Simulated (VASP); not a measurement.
# HfN (Fm-3m) in VASP: a series of runs, part 2 of 2

VASP 6.6.1.

### Step 3. Single point, PBEsol (volume scaled by 0.97)

INCAR reads:

```
SYSTEM = HfN
ALGO     = Normal         ! electronic algorithm
EDIFF    = 1E-6           ! SCF threshold, eV
ENCUT    = 520            ! plane-wave cutoff, eV
GGA      = PS             ! functional
ISIF     = 2              ! what is computed and relaxed
ISMEAR   = 0              ! smearing method
LASPH    = .TRUE.         ! aspherical terms in the spheres
LCHARG   = .FALSE.        ! write CHGCAR
LREAL    = .FALSE.        ! projectors in reciprocal space
LWAVE    = .FALSE.        ! write WAVECAR
NBANDS   = 14             ! bands
NELM     = 60             ! most SCF steps
PREC     = Accurate       ! precision mode
SIGMA    = 0.1            ! smearing width, eV
```

KPOINTS reads:

```
k-points
0
G
  16 16 16
  0 0 0
```

POSCAR reads:

```
HfN
1.0
    0.0000000000      2.2281332891      2.2281332891
    2.2281332891      0.0000000000      2.2281332891
    2.2281332891      2.2281332891      0.0000000000
Hf N
1 1
Direct
    0.0000000000      0.0000000000      0.0000000000
    0.5000000000      0.5000000000      0.5000000000
```

Potentials or basis: VASP PAW PBE potentials, release 64 (Hf_pv, N).

Command:

```
$ cat potpaw_PBE.64/Hf_pv/POTCAR potpaw_PBE.64/N/POTCAR > POTCAR
$ mpirun -np 1 vasp_std > vasp.out
```

OUTCAR:

```text
SYSTEM = HfN
   EDIFF = 1E-6
   ENCUT = 520
   GGA = PS
   ISIF = 2
   ISMEAR = 0
   LASPH = .TRUE.
   LREAL = .FALSE.
   NELM = 60
   PREC = Accurate

 ion  position               nearest neighbor table
   1  0.000  0.000  0.000-   2 2.23   2 2.23   2 2.23   2 2.23   2 2.23   2 2.23
   2  0.500  0.500  0.500-   1 2.23   1 2.23   1 2.23   1 2.23   1 2.23   1 2.23

  LATTYP: Found a face centered cubic cell.
 ALAT       =     4.4562665782

  Lattice vectors:

 A1 = (   0.0000000000,   2.2281332891,   2.2281332891)
 A2 = (   2.2281332891,   0.0000000000,   2.2281332891)
 A3 = (   2.2281332891,   2.2281332891,   0.0000000000)

Analysis of symmetry for initial positions (statically):
=====================================================================
 Subroutine PRICEL returns:
 Original cell was already a primitive cell.

 Routine SETGRP: Setting up the symmetry group for a
 face centered cubic supercell.

 Subroutine GETGRP returns: Found 48 space group operations
 (whereof 48 operations were pure point group operations)
 out of a pool of 48 trial point group operations.

The static configuration has the point symmetry O_h .

Analysis of symmetry for dynamics (positions and initial velocities):
=====================================================================
 Subroutine PRICEL returns:
 Original cell was already a primitive cell.

 Routine SETGRP: Setting up the symmetry group for a
 face centered cubic supercell.

 Subroutine GETGRP returns: Found 48 space group operations
 (whereof 48 operations were pure point group operations)
 out of a pool of 48 trial point group operations.

The dynamic configuration has the point symmetry O_h .

 Subroutine INISYM returns: Found 48 space group operations
 (whereof 48 operations are pure point group operations),
 and found     1 'primitive' translations

----------------------------------------------------------------------------------------

                                     Primitive cell

  volume of cell :      22.1235

  direct lattice vectors                    reciprocal lattice vectors
     0.000000000  2.228133289  2.228133289    -0.224403092  0.224403092  0.224403092
     2.228133289  0.000000000  2.228133289     0.224403092 -0.224403092  0.224403092
     2.228133289  2.228133289  0.000000000     0.224403092  0.224403092 -0.224403092

  length of vectors
     3.151056316  3.151056316  3.151056316     0.388677557  0.388677557  0.388677557

  position of ions in fractional coordinates (direct lattice)
     0.000000000  0.000000000  0.000000000
     0.500000000  0.500000000  0.500000000

  ion indices of the primitive-cell ions
   primitive index   ion index
                 1           1
                 2           2

----------------------------------------------------------------------------------------

 KPOINTS: k-points

Automatic generation of k-mesh.
 Grid dimensions read from file:
 generate k-points for:   16   16   16

 Generating k-lattice:

  Cartesian coordinates                     Fractional coordinates (reciprocal lattice)
    -0.014025193  0.014025193  0.014025193     0.062500000  0.000000000  0.000000000
     0.014025193 -0.014025193  0.014025193     0.000000000  0.062500000  0.000000000
     0.014025193  0.014025193 -0.014025193     0.000000000  0.000000000  0.062500000

  Length of vectors
     0.024292347  0.024292347  0.024292347

  Shift w.r.t. Gamma in fractional coordinates (k-lattice)
     0.000000000  0.000000000  0.000000000

 Subroutine IBZKPT returns following result:
 ===========================================

 Found    145 irreducible k-points:

 Following reciprocal coordinates:
            Coordinates               Weight
  0.000000  0.000000  0.000000      1.000000
  0.062500  0.000000  0.000000      8.000000
  0.125000  0.000000  0.000000      8.000000
  0.187500  0.000000  0.000000      8.000000
  0.250000  0.000000  0.000000      8.000000
  0.312500  0.000000  0.000000      8.000000
[... 16 lines left out ...]
 -0.125000  0.062500  0.000000     24.000000
 -0.062500  0.062500  0.000000     12.000000
 [... further k-points ...]
   k-points           NKPTS =    145   k-points in BZ     NKDIM =    145   number of bands    NBANDS=     14
   number of dos      NEDOS =    301   number of ions     NIONS =      2
   total plane-waves  NPLWV =  13824
   dimension x,y,z NGX =    24 NGY =   24 NGZ =   24
   dimension x,y,z NGXF=    48 NGYF=   48 NGZF=   48
   ions per type =               1   1
   NGX,Y,Z   is equivalent  to a cutoff of  12.66, 12.66, 12.66 a.u.
   NGXF,Y,Z  is equivalent  to a cutoff of  25.32, 25.32, 25.32 a.u.
 SYSTEM =  HfN
   PREC   = accura    normal or accurate (medium, high low for compatibility)
   ISTART =      0    job   : 0-new  1-cont  2-samecut
   ICHARG =      2    charge: 1-file 2-atom 10-const
   ISPIN  =      1    spin polarized calculation?
   LNONCOLLINEAR =      F non collinear calculations
   LSORBIT =      F    spin-orbit coupling
   LASPH  =      T    aspherical Exc in radial PAW
   ENCUT  =  520.0 eV  38.22 Ry    6.18 a.u.   5.86  5.86  5.86*2*pi/ulx,y,z
   NELM   =     60;   NELMIN=  2; NELMDL= -5     # of ELM steps
   EDIFF  = 0.1E-05   stopping-criterion for ELM
   LREAL  =      F    real-space projection
   EDIFFG = 0.1E-04   stopping-criterion for IOM
   NSW    =      0    number of steps for IOM
   IBRION =     -1    ionic relax: 0-MD 1-quasi-New 2-CG
   NFREE  =      0    steps in history (QN), initial steepest desc. (CG)
   ISIF   =      2    stress and relaxation
   ISYM   =      2    0-nonsym 1-usesym 2-fastsym
   POTIM  = 0.5000    time-step for ionic-motion
   TEBEG  =    0.0;   TEEND  =   0.0 temperature during run
   PSTRESS=    0.0 pullay stress
   NELECT =      15.0000    total number of electrons
   NUPDOWN=      -1.0000    fix difference up-down
   EMIN   =  10.00;   EMAX   =-10.00  energy-range for DOS
   EFERMI =   0.00;   METHOD = LEGACY
   ISMEAR =     0;   SIGMA  =   0.10  broadening in eV -4-tet -1-fermi 0-gaus
   EFERMI_NEDOS =   21; number of points for ismear=-14 and -15
   IALGO  =     38    algorithm
   IMIX   =      4    mixing-type and parameters
     AMIX     =   0.40;   BMIX     =  1.00
     AMIX_MAG =   1.60;   BMIX_MAG =  1.00
  volume/ion in A,a.u.               =      11.06        74.65
  Fermi-wavevector in a.u.,A,eV,Ry     =   1.438205  2.717813 28.142742  2.068433
  Thomas-Fermi vector in A             =   2.557197
   LORBIT       =      0    0 simple, 1 ext, 2 COOP (PROOUT), +10 PAW based schemes
   GGA     = PS    functional components
   LHFCALC =     F    Hartree Fock is set to
   AEXX    =    0.0000 exact exchange contribution
   IVDW    =     0    specifies the selected vdW correction
   LEPSILON=     F    determine dielectric tensor
   LRPA    =     F    only Hartree local field effects (RPA)
 non-spin polarized calculation
 Gauss-broadening in eV      SIGMA  =   0.10
  energy-cutoff  :      520.00
  volume of cell :       22.12
 maximum number of plane-waves:       609
   NGX = 11   NGY = 11   NGZ = 11

 number of electron      15.0000001 magnetization

 Free energy of the ion-electron system (eV)
  ---------------------------------------------------
  ext. energy  EPLUGINS =         0.00000000
  ---------------------------------------------------
  free energy    TOTEN  =       -22.98466655 eV

  energy without entropy =      -22.98174399  energy(sigma->0) =      -22.98320527

 E-fermi :   8.5613     XC(G=0): -13.1111

 val. band max:        8.5499670108   @ k =  -0.4375   0.3125   0.1250
 cond. band min:       8.5626657708   @ k =  -0.1250   0.0625   0.0000
 fundamental gap:      0.0126987600
 Fermi energy:         8.5612937492

 k-point     1 :       0.0000    0.0000    0.0000
  band No.  band energies     occupation
      1     -22.3277      2.00000
      2     -22.3277      2.00000
      3     -22.3277      2.00000
      4      -9.1134      2.00000
      5       5.5403      2.00000
      6       5.5403      2.00000
      7       5.5403      2.00000
      8       8.1722      2.00000
      9       8.1722      2.00000
     10       8.1722      2.00000
     11      10.6136      0.00000
     12      10.6136      0.00000
     13      10.7878      0.00000
     14      18.2078      0.00000
[... 375 lines left out ...]
 k-point    24 :      -0.0625    0.0625    0.0000
  band No.  band energies     occupation
      1     -22.4428      2.00000
      2     -22.3560      2.00000
      3     -22.3295      2.00000
      4      -8.8512      2.00000
      5       4.4850      2.00000
      6       4.8240      2.00000
      7       5.1617      2.00000
      8       8.3553      1.99642
      9       8.3567      1.99618
     10       8.8312      0.00013
     11      10.8302      0.00000
     12      11.7242      0.00000
     13      11.7322      0.00000
     14      19.0495      0.00000

 [... further k-points ...]
[... 5 lines left out ...]
  --------------------------------------------------------------------------------------
  -------------------------------------------------------------------------------------
  Total        0.9633304      0.9633304      0.9633304      0.0000000      0.0000000      0.0000000
  in kB       69.7641584     69.7641584     69.7641584      0.0000000      0.0000000      0.0000000
  external PRESSURE =      69.7641584 kB  Pullay stress =       0.0000000 kB

 VOLUME and BASIS-vectors are now :
 -----------------------------------------------------------------------------
  energy-cutoff  :      520.00
  volume of cell :       22.12
      direct lattice vectors                 reciprocal lattice vectors
     0.000000000  2.228133289  2.228133289    -0.224403092  0.224403092  0.224403092
     2.228133289  0.000000000  2.228133289     0.224403092 -0.224403092  0.224403092
     2.228133289  2.228133289  0.000000000     0.224403092  0.224403092 -0.224403092

 POSITION                                       TOTAL-FORCE (eV/Angst)
 -----------------------------------------------------------------------------------
      0.00000      0.00000      0.00000         0.000000      0.000000      0.000000
      2.22813      2.22813      2.22813         0.000000      0.000000      0.000000
 -----------------------------------------------------------------------------------
    total drift:                                0.000000     -0.000000     -0.000000

  FREE ENERGIE OF THE ION-ELECTRON SYSTEM (eV)
  ---------------------------------------------------
  free  energy   TOTEN  =       -22.9846665489 eV

  energy  without entropy=      -22.9817439866  energy(sigma->0) =      -22.98320527
```

It took 31 s on 1 thread of AMD EPYC 9R45 (Zen 5), shared host; peak memory 0.13 GiB.

Results:

```yaml
Free_energy: -22.9847 eV
Pressure: 7.0 GPa
```

Levels at points of the mesh, in eV from the Fermi level:
```
           k point  band 5  band 6  band 7  band 8  band 9  band 10  band 11  band 12
(0.00, 0.00, 0.00)   -3.02   -3.02   -3.02   -0.39   -0.39    -0.39     2.05     2.05
(0.50, 0.00, 0.00)   -9.14   -6.38   -6.38    3.50    3.93     3.93     4.64     9.39
(0.50, 0.50, 0.00)   -5.36   -4.03   -3.66   -3.66    4.33     5.88     5.88     6.12
```

Caveat: the cell differs from its parent crystal (volume scaled by 0.97); the PAW data sets were made with another functional, which shifts forces and pressure a little; spin-orbit coupling is left out, which moves the levels of the heavy elements.

### Step 4. Single point, PBEsol

This run uses another cell than the first one, of 11.40 Å³/atom, 1.064 times its volume.

INCAR: that of step 3 with these lines changed.

```diff
@@ -8,4 +8,6 @@
 LASPH    = .TRUE.         ! aspherical terms in the spheres
-LCHARG   = .FALSE.        ! write CHGCAR
+LCHARG   = .TRUE.         ! write CHGCAR
+LELF     = .TRUE.         ! ELF
 LREAL    = .FALSE.        ! projectors in reciprocal space
+LVHAR    = .TRUE.       
 LWAVE    = .FALSE.        ! write WAVECAR
```

KPOINTS is that of step 3.

POSCAR reads:

```
HfN
1.0
    0.0000000000      2.2508709135      2.2508709135
    2.2508709135      0.0000000000      2.2508709135
    2.2508709135      2.2508709135      0.0000000000
Hf N
1 1
Direct
    0.0000000000      0.0000000000      0.0000000000
    0.5000000000      0.5000000000      0.5000000000
```

Command:

```
$ cat potpaw_PBE.64/Hf_pv/POTCAR potpaw_PBE.64/N/POTCAR > POTCAR
$ mpirun -np 1 vasp_std > vasp.out
```

Wall time 32 s (1 thread of AMD EPYC 9R45 (Zen 5), shared host); peak memory 0.14 GiB.

It converged, with:

```
Free energy : -22.9948 eV
Pressure    : -2.2 GPa
```

Levels at points of the mesh, in eV from the Fermi level:
```tsv
k point	band 5	band 6	band 7	band 8	band 9	band 10	band 11	band 12
(0.00, 0.00, 0.00)	-2.99	-2.99	-2.99	-0.37	-0.37	-0.37	1.92	1.98
(0.50, 0.00, 0.00)	-8.96	-6.22	-6.22	3.35	3.78	3.78	4.47	9.01
(0.50, 0.50, 0.00)	-5.38	-3.88	-3.65	-3.65	4.16	5.64	5.64	5.75
```

Caveat: the PAW data sets were made with another functional, which shifts forces and pressure a little; spin-orbit coupling is left out, which moves the levels of the heavy elements.

### Step 5. Single point, PBEsol

This run uses another cell than the first one, of 11.40 Å³/atom, 1.064 times its volume.

INCAR reads:

```
PREC = Accurate ; ENCUT = 520
EDIFF = 1E-7 ; ISMEAR = 0
SIGMA = 0.1 ; LREAL = F
LASPH = T ; NELM = 80
ALGO = Normal ; ISIF = 2
LWAVE = F ; LCHARG = T
GGA = PS ; LELF = T
LVHAR = T ; NBANDS = 14
```

KPOINTS reads:

```
Automatic mesh
0
Gamma
  16 16 16
```

POSCAR is that of step 4.

Command:

```
$ cat potpaw_PBE.64/Hf_pv/POTCAR potpaw_PBE.64/N/POTCAR > POTCAR
$ mpirun -np 1 vasp_std > vasp.out
```

Run time: 36 s. Hardware: 1 thread of AMD EPYC 9R45 (Zen 5), shared host; peak memory 0.14 GiB.

Results (log left out):

| Item | Value |
| --- | --- |
| Free energy | -22.9948 eV |
| Pressure | -2.2 GPa |

Levels at points of the mesh, in eV from the Fermi level:
```
           k point  band 5  band 6  band 7  band 8  band 9  band 10  band 11  band 12
(0.00, 0.00, 0.00)   -2.99   -2.99   -2.99   -0.37   -0.37    -0.37     1.92     1.98
(0.50, 0.00, 0.00)   -8.96   -6.22   -6.22    3.35    3.78     3.78     4.47     9.01
(0.50, 0.50, 0.00)   -5.38   -3.88   -3.65   -3.65    4.16     5.64     5.64     5.75
```

Caveat: the PAW data sets were made with another functional, which shifts forces and pressure a little; spin-orbit coupling is left out, which moves the levels of the heavy elements.

### Step 6. Single point, PBEsol (volume scaled by 1.03)

INCAR reads:

```
PREC     = Accurate       # precision mode
ENCUT    = 520            # plane-wave cutoff, eV
EDIFF    = 1E-6           # SCF threshold, eV
ISMEAR   = 0              # smearing method
SIGMA    = 0.1            # smearing width, eV
LREAL    = F              # projectors in reciprocal space
LASPH    = T              # aspherical terms in the spheres
NELM     = 60             # most SCF steps
ALGO     = Normal         # electronic algorithm
ISIF     = 2              # what is computed and relaxed
LWAVE    = F              # write WAVECAR
LCHARG   = F              # write CHGCAR
GGA      = PS             # functional
NBANDS   = 14             # bands
```

KPOINTS reads:

```
regular mesh
0
Gamma
  16 16 16
```

POSCAR reads:

```
HfN
1.0
    0.0000000000      2.2731582135      2.2731582135
    2.2731582135      0.0000000000      2.2731582135
    2.2731582135      2.2731582135      0.0000000000
Hf N
1 1
Direct
    0.0000000000      0.0000000000      0.0000000000
    0.5000000000      0.5000000000      0.5000000000
```

Potentials or basis: VASP PAW PBE potentials, release 64 (Hf_pv, N).

Command:

```
$ cat potpaw_PBE.64/Hf_pv/POTCAR potpaw_PBE.64/N/POTCAR > POTCAR
$ mpirun -np 1 vasp_std > vasp.out
```

Wall time 32 s (1 thread of AMD EPYC 9R45 (Zen 5), shared host); peak memory 0.14 GiB.

The run converged. Its results:

- Free energy: -22.9686 eV
- Pressure: -10.0 GPa

Levels at points of the mesh, in eV from the Fermi level:
```tsv
k point	band 6	band 7	band 8	band 9	band 10	band 11
(0.00, 0.00, 0.00)	-2.95	-2.95	-0.35	-0.35	-0.35	1.64
(0.50, 0.00, 0.00)	-6.07	-6.07	3.22	3.63	3.63	4.32
(0.50, 0.50, 0.00)	-3.75	-3.64	-3.64	4.00	5.40	5.41
```

Caveat: the cell differs from its parent crystal (volume scaled by 1.03); the PAW data sets were made with another functional, which shifts forces and pressure a little; spin-orbit coupling is left out, which moves the levels of the heavy elements.

### Step 7. The runs side by side

| cell | gap on the mesh (eV) | pressure (GPa) |
| --- | --- | --- |
| a = 3.118 Å, angles 60.0°, 2 atoms | none | 17.8 |
| a = 3.151 Å, angles 60.0°, 2 atoms | none | 7.0 |
| a = 3.183 Å, angles 60.0°, 2 atoms | none | -2.2 |
| a = 3.215 Å, angles 60.0°, 2 atoms | none | -10.0 |

Alike in all rows: task single point; level PBEsol; potentials or basis VASP PAW PBE potentials, release 64 (Hf_pv, N); no spin polarisation; k mesh 16 × 16 × 16; cutoff (eV) 520; smearing gaussian 0.1 eV.

Caveats: the PAW data sets were made with another functional, which shifts forces and pressure a little; spin-orbit coupling is left out, which moves the levels of the heavy elements.

Absolute energies hang on the potentials; compare differences alone.
